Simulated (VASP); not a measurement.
Wanted: the native input for a VASP 6.6.1 run.

```
Task                   : single point
Functional             : PBE
Potentials or basis    : VASP PAW PBE potentials, release 64 (Mn_pv, Sn_d)
Cutoff                 : 520 eV
k mesh                 : 14 × 14 × 14
Occupations            : gaussian, width 0.1 eV
Spin                   : collinear spin, ferrimagnetic start
Starting moments       : [3.52, -3.24, 0.0] μB
Dipole correction      : no
Further INCAR settings : ALGO = Normal; EDIFF = 1e-06; NBANDS = 31
```

The structure of Mn2Sn lies in POSCAR:

```
Mn2Sn
1.0
    0.0000000000      3.0223761428      3.0223761428
    3.0223761428      0.0000000000      3.0223761428
    3.0223761428      3.0223761428      0.0000000000
Mn Sn
2 1
Direct
    0.5000000000      0.5000000000      0.5000000000
    0.2500000000      0.2500000000      0.2500000000
    0.0000000000      0.0000000000      0.0000000000
```

The cell was built from a structure type or drawn by symmetry, and may not be a known phase.

One way to write it, as run:

INCAR

```
SYSTEM = Mn2Sn
PREC = Accurate ; ENCUT = 520
EDIFF = 1E-6 ; ISMEAR = 0
SIGMA = 0.1 ; LREAL = .False.
LASPH = .True. ; NELM = 150
ALGO = Normal ; ISIF = 2
LWAVE = .False. ; LCHARG = .False.
ISPIN = 2 ; MAGMOM = 3.52 -3.24 0
LORBIT = 11 ; LMAXMIX = 4
GGA = PE ; NBANDS = 31
```

KPOINTS

```
Automatic mesh
0
Gamma
  14 14 14
  0 0 0
```

Potentials or basis: VASP PAW PBE potentials, release 64 (Mn_pv, Sn_d).

Run with:

```console
$ cat potpaw_PBE.64/Mn_pv/POTCAR potpaw_PBE.64/Sn_d/POTCAR > POTCAR
$ mpirun -np 1 vasp_std > vasp.out
```

Results of the run:

| Property | Result |
| --- | --- |
| Pressure | 0.1 GPa |
| Net moment | 0.18 μB per cell |
| Site moments | Mn +3.27, -2.99; Sn -0.04 μB |
| Valence electrons inside the program's atomic spheres | Mn 11.50, 11.72; Sn 12.47 |

It took 2 min on 1 thread of Intel(R) Xeon(R) 6975P-C (Granite Rapids) (shared host), peak memory 0.39 GiB.
